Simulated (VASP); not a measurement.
Wanted: the native input for a VASP 6.6.1 run.

- Task: single point
- Functional: PBEsol
- Potentials or basis: VASP PAW PBE potentials, release 64 (Al)
- Cutoff: 520 eV
- k mesh: 22 × 22 × 22
- Occupations: fermi-dirac, width 0.1 eV
- Spin: no spin polarisation
- Dipole correction: no
- Further INCAR settings: ALGO = Normal; EDIFF = 1e-06; NBANDS = 8

The structure of Al lies in POSCAR:

```
Al
1.0
    0.0000000000      1.9236213217      1.9236213217
    1.9236213217      0.0000000000      1.9236213217
    1.9236213217      1.9236213217      0.0000000000
Al
1
Direct
    0.0000000000      0.0000000000      0.0000000000
```

This cell differs from its parent crystal: volume scaled by 0.88.

These files were run (other wordings do the same):

INCAR

```
ALGO = Normal
EDIFF = 1E-6
ENCUT = 520
GGA = PS
ISIF = 2
ISMEAR = -1
LASPH = T
LCHARG = F
LREAL = F
LWAVE = F
NBANDS = 8
NELM = 80
PREC = Accurate
SIGMA = 0.1
```

KPOINTS

```
k-points
0
Gamma
  22 22 22
```

Potentials or basis: VASP PAW PBE potentials, release 64 (Al).

Launch:

```bash
$ cat potpaw_PBE.64/Al/POTCAR > POTCAR
$ mpirun -np 1 vasp_std > vasp.out
```

Results of the run:

```json
{"Pressure": "14.2 GPa"}
```

Caveat: the PAW data sets were made with another functional, which shifts forces and pressure a little.

Run time: 9.4 s on 1 thread of Intel(R) Xeon(R) 6975P-C (Granite Rapids), with other jobs on the host, peak memory 0.14 GiB.
